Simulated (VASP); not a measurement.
The system is MoS.

```
Mo S
1.0
     0.00000    2.76229    2.76229
     2.76229    0.00000    2.76229
     2.76229    2.76229    0.00000
Mo S
1 1
Direct
  0.00000 0.00000 0.00000
  0.25000 0.25000 0.25000
```

Base run:

| Property | Result |
| --- | --- |
| Program | VASP 6.6.1 |
| Functional | PBE |
| Potentials or basis | VASP PAW PBE potentials, release 64 (Mo_sv, S) |
| Cutoff | 520 eV |
| k mesh | 12 × 12 × 12 |
| Occupations | gaussian, width 0.1 eV |
| Spin | no spin polarisation |
| Hubbard terms | Mo d U = 4.38 eV |

Its results: pressure -4.2 GPa.

The run is repeated on the same cell with these changes: spin from no spin polarisation to collinear spin, ferromagnetic start; further incar settings from ALGO = Normal; EDIFF = 1e-06; NBANDS = 17 to ALGO = Normal; EDIFF = 1e-07; NBANDS = 21. What comes out?

Pressure -2.1 GPa; net moment 1.57 μB per cell; site moments Mo +1.54; S -0.06 μB.

Caveats: U without spin polarisation on a metal has little footing (some runs).
